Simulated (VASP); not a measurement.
# GdCo3 (Pm-3m) in VASP: notebook

Runs on GdCo3. Level: PBE+U. Tasks: single point.

Program: VASP 6.6.1. These are calculated values, not measurements. Logs are shortened: lines on timing, memory, paths and dates and some standing lists are left out, and cuts for length are marked.

## (1) The cell of the first run

It takes space group Pm-3m (No. 221, cubic). The conventional cell has a = 3.840 Å, b = 3.840 Å, c = 3.840 Å, α = 90.00°, β = 90.00°, γ = 90.00°. Within 3.6 Å of Gd (site symmetry m-3m) lie 12 Co at 2.72 Å. Co (site symmetry 4/mmm) has 4 Gd at 2.72 Å and 8 Co at 2.72 Å within 3.6 Å.

## (2) Single point, PBE+U, collinear spin, ferrimagnetic start (14.16 Å³/atom)

Input file INCAR:

```
PREC     = Accurate       # precision mode
ENCUT    = 520            # plane-wave cutoff, eV
EDIFF    = 1E-6           # SCF threshold, eV
ISMEAR   = 0              # smearing method
SIGMA    = 0.05           # smearing width, eV
LREAL    = F              # projectors in reciprocal space
LASPH    = T              # aspherical terms in the spheres
NELM     = 150            # most SCF steps
ALGO     = Normal         # electronic algorithm
ISIF     = 2              # what is computed and relaxed
LWAVE    = F              # write WAVECAR
LCHARG   = F              # write CHGCAR
ISPIN    = 2              # spin polarisation
MAGMOM   = 7.85 -1.41 -1.41 -1.41 # initial moments
LORBIT   = 11             # projections on sites
LMAXMIX  = 6              # l up to which the mixer works
LDAU     = T              # DFT+U
LDAUTYPE = 2            
LDAUL    = 3 -1           # shell
LDAUU    = 6 0            # U, eV
LDAUJ    = 0 0          
LDAUPRINT= 1            
GGA      = PE             # functional
NBANDS   = 34             # bands
```

Input file KPOINTS:

```
Automatic mesh
0
Gamma
  8 8 8
```

Input file POSCAR:

```
GdCo3
1.0
    3.8404696187      0.0000000000      0.0000000000
    0.0000000000      3.8404696187      0.0000000000
    0.0000000000      0.0000000000      3.8404696187
Gd Co
1 3
Direct
    0.0000000000      0.0000000000      0.0000000000
    0.0000000000      0.5000000000      0.5000000000
    0.5000000000      0.5000000000      0.0000000000
    0.5000000000      0.0000000000      0.5000000000
```

Potentials or basis: VASP PAW PBE potentials, release 64 (Gd, Co).

On the command line:

```
> cat potpaw_PBE.64/Gd/POTCAR potpaw_PBE.64/Co/POTCAR > POTCAR
> mpirun -np 1 vasp_std > vasp.out
```

OUTCAR:

```text
PREC = Accurate
   ENCUT = 520
   EDIFF = 1E-6
   ISMEAR = 0
   LREAL = F
   LASPH = T
   NELM = 150
   ISIF = 2
   ISPIN = 2
   LORBIT = 11
   GGA = PE

 ion  position               nearest neighbor table
   1  0.000  0.000  0.000-   2 2.72   3 2.72   4 2.72   2 2.72   4 2.72   2 2.72   3 2.72   2 2.72
                             3 2.72   4 2.72   4 2.72   3 2.72
   2  0.000  0.500  0.500-   1 2.72   3 2.72   4 2.72   1 2.72   3 2.72   1 2.72   4 2.72   1 2.72
                             3 2.72   4 2.72   3 2.72   4 2.72
   3  0.500  0.500  0.000-   1 2.72   2 2.72   4 2.72   2 2.72   4 2.72   1 2.72   4 2.72   4 2.72
                             1 2.72   2 2.72   2 2.72   1 2.72
   4  0.500  0.000  0.500-   1 2.72   2 2.72   3 2.72   1 2.72   3 2.72   2 2.72   3 2.72   3 2.72
                             1 2.72   2 2.72   1 2.72   2 2.72

  LATTYP: Found a simple cubic cell.
 ALAT       =     3.8404696187

  Lattice vectors:

 A1 = (   3.8404696187,   0.0000000000,   0.0000000000)
 A2 = (   0.0000000000,   3.8404696187,   0.0000000000)
 A3 = (   0.0000000000,   0.0000000000,   3.8404696187)

Analysis of symmetry for initial positions (statically):
=====================================================================
 Subroutine PRICEL returns:
 Original cell was already a primitive cell.

 Routine SETGRP: Setting up the symmetry group for a
 simple cubic supercell.

 Subroutine GETGRP returns: Found 48 space group operations
 (whereof 48 operations were pure point group operations)
 out of a pool of 48 trial point group operations.

The static configuration has the point symmetry O_h .

Analysis of symmetry for dynamics (positions and initial velocities):
=====================================================================
 Subroutine PRICEL returns:
 Original cell was already a primitive cell.

 Routine SETGRP: Setting up the symmetry group for a
 simple cubic supercell.

 Subroutine GETGRP returns: Found 48 space group operations
 (whereof 48 operations were pure point group operations)
 out of a pool of 48 trial point group operations.

The dynamic configuration has the point symmetry O_h .

Analysis of structural, dynamic, and magnetic symmetry:
=====================================================================
 Subroutine PRICEL returns:
 Original cell was already a primitive cell.

 Routine SETGRP: Setting up the symmetry group for a
 simple cubic supercell.

 Subroutine GETGRP returns: Found 48 space group operations
 (whereof 48 operations were pure point group operations)
 out of a pool of 48 trial point group operations.

The overall configuration has the point symmetry O_h .

 Subroutine INISYM returns: Found 48 space group operations
 (whereof 48 operations are pure point group operations),
 and found     1 'primitive' translations

----------------------------------------------------------------------------------------

                                     Primitive cell

  volume of cell :      56.6439

  direct lattice vectors                    reciprocal lattice vectors
     3.840469619  0.000000000  0.000000000     0.260384823  0.000000000  0.000000000
     0.000000000  3.840469619  0.000000000     0.000000000  0.260384823  0.000000000
     0.000000000  0.000000000  3.840469619     0.000000000  0.000000000  0.260384823

  length of vectors
     3.840469619  3.840469619  3.840469619     0.260384823  0.260384823  0.260384823

  position of ions in fractional coordinates (direct lattice)
     0.000000000  0.000000000  0.000000000
     0.000000000  0.500000000  0.500000000
     0.500000000  0.500000000  0.000000000
     0.500000000  0.000000000  0.500000000

[... 96 lines left out ...]
   IMIX   =      4    mixing-type and parameters
     AMIX     =   0.40;   BMIX     =  1.00
     AMIX_MAG =   1.60;   BMIX_MAG =  1.00
  volume/ion in A,a.u.               =      14.16        95.56
  Fermi-wavevector in a.u.,A,eV,Ry     =   1.516217  2.865234 31.278620  2.298914
  Thomas-Fermi vector in A             =   2.625636
[... 30 lines left out ...]
  o =  0.9911  v =  0.7906  0.0000  0.6124 -0.0000 -0.0021  0.0000  0.0028  0.0000  0.0000  0.0000  0.0000  0.0000  0.0000  0.0000      0.0000  0.0000  0.0000  0.0000  0.0000  0.0000  0.0000  0.0000  0.0000  0.0000  0.0000  0.0000  0.0000  0.0000
  o =  0.9911  v = -0.0028  0.0000 -0.0021 -0.0136 -0.6123 -0.0000  0.7905  0.0000  0.0000  0.0000  0.0000  0.0000  0.0000  0.0000      0.0000  0.0000  0.0000  0.0000  0.0000  0.0000  0.0000  0.0000  0.0000  0.0000  0.0000  0.0000  0.0000  0.0000
  o =  0.9911  v =  0.0000 -0.0000  0.0000 -0.9999  0.0083  0.0000 -0.0107  0.0000  0.0000  0.0000  0.0000  0.0000  0.0000  0.0000      0.0000  0.0000  0.0000  0.0000  0.0000  0.0000  0.0000  0.0000  0.0000  0.0000  0.0000  0.0000  0.0000  0.0000
  o =  0.9932  v = -0.0000  1.0000 -0.0000 -0.0000 -0.0000  0.0000 -0.0000  0.0000  0.0000  0.0000  0.0000  0.0000  0.0000  0.0000      0.0000  0.0000  0.0000  0.0000  0.0000  0.0000  0.0000  0.0000  0.0000  0.0000  0.0000  0.0000  0.0000  0.0000

 number of electron      45.0000035 magnetization       3.7661887

 Free energy of the ion-electron system (eV)
  ---------------------------------------------------
  ext. energy  EPLUGINS =         0.00000000
  ---------------------------------------------------
  free energy    TOTEN  =       -31.57621326 eV

  energy without entropy =      -31.57007683  energy(sigma->0) =      -31.57314504

 E-fermi :   7.4331     XC(G=0): -12.6060

 val. band max:        7.4249212329   @ k =   0.3750   0.3750   0.1250
 cond. band min:       7.4367291420   @ k =   0.5000   0.3750   0.0000
 fundamental gap:      0.0118079091
 Fermi energy:         7.4330591268

 spin component 1

 k-point     1 :       0.0000    0.0000    0.0000
  band No.  band energies     occupation
      1     -36.3701      1.00000
      2     -13.8572      1.00000
      3     -13.8572      1.00000
      4     -13.8572      1.00000
      5       0.3171      1.00000
      6       1.1086      1.00000
[... 1769 lines left out ...]
     33      13.8306      0.00000
     34      14.1580      0.00000

 [... further k-points ...]
[... 5 lines left out ...]
  --------------------------------------------------------------------------------------
  -------------------------------------------------------------------------------------
  Total        1.8717061      1.8717061      1.8717061     -0.0000000      0.0000000     -0.0000000
  in kB       52.9413785     52.9413785     52.9413785     -0.0000000      0.0000000     -0.0000000
  external PRESSURE =      52.9413785 kB  Pullay stress =       0.0000000 kB

 VOLUME and BASIS-vectors are now :
 -----------------------------------------------------------------------------
  energy-cutoff  :      520.00
  volume of cell :       56.64
      direct lattice vectors                 reciprocal lattice vectors
     3.840469619  0.000000000  0.000000000     0.260384823  0.000000000  0.000000000
     0.000000000  3.840469619  0.000000000     0.000000000  0.260384823  0.000000000
     0.000000000  0.000000000  3.840469619     0.000000000  0.000000000  0.260384823

 POSITION                                       TOTAL-FORCE (eV/Angst)
 -----------------------------------------------------------------------------------
      0.00000      0.00000      0.00000         0.000000      0.000000      0.000000
      0.00000      1.92023      1.92023         0.000000      0.000000      0.000000
      1.92023      1.92023      0.00000         0.000000      0.000000      0.000000
      1.92023      0.00000      1.92023         0.000000      0.000000      0.000000
 -----------------------------------------------------------------------------------
    total drift:                                0.000000      0.000000     -0.000000

  FREE ENERGIE OF THE ION-ELECTRON SYSTEM (eV)
  ---------------------------------------------------
  free  energy   TOTEN  =       -31.5762132583 eV

  energy  without entropy=      -31.5700768273  energy(sigma->0) =      -31.57314504

 total charge

# of ion       s       p       d       f       tot
--------------------------------------------------
    1        2.086   5.606   0.804   6.968  15.464
    2        0.464   0.354   7.334   0.000   8.153
    3        0.464   0.354   7.334   0.000   8.153
    4        0.464   0.354   7.334   0.000   8.153
--------------------------------------------------
tot          3.478   6.670  22.807   6.968  39.923

 magnetization (x)

# of ion       s       p       d       f       tot
--------------------------------------------------
    1        0.009  -0.051   0.207   6.877   7.042
    2        0.011   0.033  -1.298   0.000  -1.254
    3        0.011   0.033  -1.298   0.000  -1.254
    4        0.011   0.033  -1.298   0.000  -1.254
--------------------------------------------------
tot          0.043   0.047  -3.688   6.877   3.279
```

Run time: 2.4 min. Hardware: 1 thread of Intel Xeon 6975P-C (Granite Rapids), shared host; peak memory 0.27 GiB.

Results:

| Item | Value |
| --- | --- |
| Free energy | -31.5762 eV |
| Pressure | 5.3 GPa |
| Net moment | 3.77 μB per cell |
| Site moments | Gd +7.04; Co -1.25 μB |
| Valence electrons inside the program's atomic spheres | Gd 15.46; Co 8.15 |

Levels at points of the mesh, in eV from the Fermi level:
Spin up:
```tsv
k point	band 22	band 23	band 24	band 25	band 26	band 27
(0.00, 0.00, 0.00)	0.45	0.45	0.90	0.90	0.90	0.92
(0.50, 0.00, 0.00)	-0.25	-0.15	-0.15	-0.11	0.06	0.59
(0.50, 0.50, 0.00)	-0.94	-0.88	-0.20	-0.11	-0.08	-0.08
(0.50, 0.50, 0.50)	-0.53	-0.53	-0.37	0.82	0.82	0.82
```
Spin down:
```tsv
k point	band 18	band 19	band 20	band 21	band 22	band 23	band 24	band 25
(0.00, 0.00, 0.00)	-0.42	-0.42	-0.42	3.01	3.01	3.19	3.19	3.19
(0.50, 0.00, 0.00)	-1.16	-1.16	-1.08	-0.42	2.13	2.13	2.52	4.49
(0.50, 0.50, 0.00)	-1.58	-1.16	-1.10	-1.00	1.52	1.52	3.29	3.29
(0.50, 0.50, 0.50)	-0.61	-0.61	-0.56	1.80	1.80	1.80	2.61	2.61
```

Eigenvalues of the final occupation matrices:
```
    site  spin  trace                         eigenvalues
site 1 f     1   6.93  0.99 0.99 0.99 0.99 0.99 0.99 0.99
site 1 f     2   0.05  0.01 0.01 0.01 0.01 0.01 0.01 0.01
```

Caveat: the cell stands under pressure; spin-orbit coupling is left out, which moves the levels of the heavy elements. The state reached can hang on the start; a lower one may exist.

## (3) Single point, PBE+U, collinear spin, ferrimagnetic start (14.46 Å³/atom)

This run uses another cell than the first one, of 14.46 Å³/atom.

Input file INCAR:

```
PREC     = Accurate       # precision mode
ENCUT    = 520            # plane-wave cutoff, eV
EDIFF    = 1E-6           # SCF threshold, eV
ISMEAR   = 0              # smearing method
SIGMA    = 0.05           # smearing width, eV
LREAL    = False          # projectors in reciprocal space
LASPH    = True           # aspherical terms in the spheres
NELM     = 150            # most SCF steps
ALGO     = Normal         # electronic algorithm
ISIF     = 2              # what is computed and relaxed
LWAVE    = False          # write WAVECAR
LCHARG   = False          # write CHGCAR
ISPIN    = 2              # spin polarisation
MAGMOM   = 7.86 -1.42 -1.42 -1.42 # initial moments
LORBIT   = 11             # projections on sites
LMAXMIX  = 6              # l up to which the mixer works
LDAU     = True           # DFT+U
LDAUTYPE = 2            
LDAUL    = 3 -1           # shell
LDAUU    = 6 0            # U, eV
LDAUJ    = 0 0          
LDAUPRINT= 1            
GGA      = PE             # functional
NBANDS   = 34             # bands
```

KPOINTS is that of step 2.

Input file POSCAR:

```
GdCo3
1.0
    3.8669564531      0.0000000000      0.0000000000
    0.0000000000      3.8669564531      0.0000000000
    0.0000000000      0.0000000000      3.8669564531
Gd Co
1 3
Direct
    0.0000000000      0.0000000000      0.0000000000
    0.0000000000      0.5000000000      0.5000000000
    0.5000000000      0.5000000000      0.0000000000
    0.5000000000      0.0000000000      0.5000000000
```

Potentials or basis: VASP PAW PBE potentials, release 64 (Gd, Co).

On the command line:

```
> cat potpaw_PBE.64/Gd/POTCAR potpaw_PBE.64/Co/POTCAR > POTCAR
> mpirun -np 1 vasp_std > vasp.out
```

Run time: 2.2 min. Hardware: 1 thread of Intel Xeon 6975P-C (Granite Rapids), shared host; peak memory 0.27 GiB.

Results (log left out):

```
Free energy                                           : -31.6054 eV
Pressure                                              : 2.6 GPa
Net moment                                            : 3.76 μB per cell
Site moments                                          : Gd +7.05; Co -1.27 μB
Valence electrons inside the program's atomic spheres : Gd 15.44; Co 8.12
```

Levels at points of the mesh, in eV from the Fermi level:
Spin up:
```tsv
k point	band 21	band 22	band 23	band 24	band 25	band 26	band 27	band 28
(0.00, 0.00, 0.00)	-0.70	0.45	0.45	0.87	0.87	0.87	0.91	3.31
(0.50, 0.00, 0.00)	-1.13	-0.25	-0.15	-0.15	-0.11	0.06	0.58	0.87
(0.50, 0.50, 0.00)	-0.98	-0.90	-0.88	-0.18	-0.11	-0.08	-0.08	0.08
(0.50, 0.50, 0.50)	-0.51	-0.51	-0.51	-0.35	0.80	0.80	0.80	2.01
```
Spin down:
```csv
k point,band 19,band 20,band 21,band 22,band 23,band 24
"(0.00, 0.00, 0.00)",-0.46,-0.46,2.92,2.92,3.13,3.13
"(0.50, 0.00, 0.00)",-1.16,-1.10,-0.46,2.10,2.10,2.47
"(0.50, 0.50, 0.00)",-1.17,-1.10,-0.98,1.41,1.41,3.24
"(0.50, 0.50, 0.50)",-0.65,-0.53,1.73,1.73,1.73,2.51
```

Eigenvalues of the final occupation matrices:
```
    site  spin  trace                         eigenvalues
site 1 f     1   6.93  0.99 0.99 0.99 0.99 0.99 0.99 0.99
site 1 f     2   0.04  0.01 0.01 0.01 0.01 0.01 0.01 0.01
```

Caveat: spin-orbit coupling is left out, which moves the levels of the heavy elements.

## (4) Single point, PBE+U, collinear spin, ferrimagnetic start (15.05 Å³/atom)

This run uses another cell than the first one, of 15.05 Å³/atom.

Input file INCAR:

```
ALGO     = Normal         # electronic algorithm
EDIFF    = 1E-7           # SCF threshold, eV
ENCUT    = 520            # plane-wave cutoff, eV
GGA      = PE             # functional
ISIF     = 2              # what is computed and relaxed
ISMEAR   = 0              # smearing method
ISPIN    = 2              # spin polarisation
LASPH    = T              # aspherical terms in the spheres
LCHARG   = F              # write CHGCAR
LDAU     = T              # DFT+U
LDAUJ    = 0 0          
LDAUL    = 3 -1           # shell
LDAUPRINT= 1            
LDAUTYPE = 2            
LDAUU    = 6 0            # U, eV
LMAXMIX  = 6              # l up to which the mixer works
LORBIT   = 11             # projections on sites
LREAL    = F              # projectors in reciprocal space
LWAVE    = F              # write WAVECAR
MAGMOM   = 7.88 -1.46 -1.46 -1.46 # initial moments
NBANDS   = 34             # bands
NELM     = 150            # most SCF steps
PREC     = Accurate       # precision mode
SIGMA    = 0.05           # smearing width, eV
```

Input file KPOINTS:

```
k-points
0
Gamma
  8 8 8
```

Input file POSCAR:

```
GdCo3
1.0
    3.9188681032      0.0000000000      0.0000000000
    0.0000000000      3.9188681032      0.0000000000
    0.0000000000      0.0000000000      3.9188681032
Gd Co
1 3
Direct
    0.0000000000      0.0000000000      0.0000000000
    0.0000000000      0.5000000000      0.5000000000
    0.5000000000      0.5000000000      0.0000000000
    0.5000000000      0.0000000000      0.5000000000
```

On the command line:

```
> cat potpaw_PBE.64/Gd/POTCAR potpaw_PBE.64/Co/POTCAR > POTCAR
> mpirun -np 1 vasp_std > vasp.out
```

It took 2.4 min on 1 thread of Intel Xeon 6975P-C (Granite Rapids), shared host; peak memory 0.27 GiB.

The run converged. Its results:

| Quantity | Value |
| --- | --- |
| Free energy | -31.6074 eV |
| Pressure | -2.2 GPa |
| Net moment | 3.74 μB per cell |
| Site moments | Gd +7.05; Co -1.29 μB |
| Valence electrons inside the program's atomic spheres | Gd 15.39; Co 8.07 |

Levels at points of the mesh, in eV from the Fermi level:
Spin up:
```tsv
k point	band 20	band 21	band 22	band 23	band 24	band 25	band 26	band 27	band 28	band 29
(0.00, 0.00, 0.00)	-0.67	-0.67	0.43	0.43	0.81	0.81	0.81	0.88	3.14	3.14
(0.50, 0.00, 0.00)	-1.10	-1.10	-0.25	-0.16	-0.16	-0.09	0.07	0.56	0.81	1.84
(0.50, 0.50, 0.00)	-0.93	-0.93	-0.88	-0.84	-0.14	-0.12	-0.06	-0.06	0.07	1.99
(0.50, 0.50, 0.50)	-0.53	-0.47	-0.47	-0.47	-0.33	0.76	0.76	0.76	1.81	1.81
```
Spin down:
```tsv
k point	band 18	band 19	band 20	band 21	band 22	band 23	band 24	band 25
(0.00, 0.00, 0.00)	-0.53	-0.53	-0.53	2.76	2.76	3.02	3.02	3.02
(0.50, 0.00, 0.00)	-1.18	-1.18	-1.16	-0.53	2.05	2.05	2.37	4.32
(0.50, 0.50, 0.00)	-1.60	-1.20	-1.11	-0.94	1.23	1.23	3.15	3.15
(0.50, 0.50, 0.50)	-0.71	-0.71	-0.47	1.58	1.58	1.58	2.33	2.33
```

Eigenvalues of the final occupation matrices:
```
    site  spin  trace                         eigenvalues
site 1 f     1   6.93  0.99 0.99 0.99 0.99 0.99 0.99 0.99
site 1 f     2   0.04  0.00 0.00 0.00 0.01 0.01 0.01 0.01
```

Caveat: spin-orbit coupling is left out, which moves the levels of the heavy elements. The state reached can hang on the start; a lower one may exist.

## (5) The runs side by side

```tsv
cell	gap on the mesh (eV)	pressure (GPa)	moment (μB)
a = 3.840 Å, 4 atoms	none	5.3	3.77
a = 3.867 Å, 4 atoms	none	2.6	3.76
a = 3.919 Å, 4 atoms	none	-2.2	3.74
```

Alike in all rows: task single point; level PBE+U; potentials or basis VASP PAW PBE potentials, release 64 (Gd, Co); spin collinear, ferrimagnetic start; Gd f U = 6.0 eV; k mesh 8 × 8 × 8; cutoff (eV) 520; smearing gaussian 0.05 eV.

Caveats: spin-orbit coupling is left out, which moves the levels of the heavy elements; the cell stands under pressure (at least some runs).

Absolute energies hang on the potentials; compare differences alone.
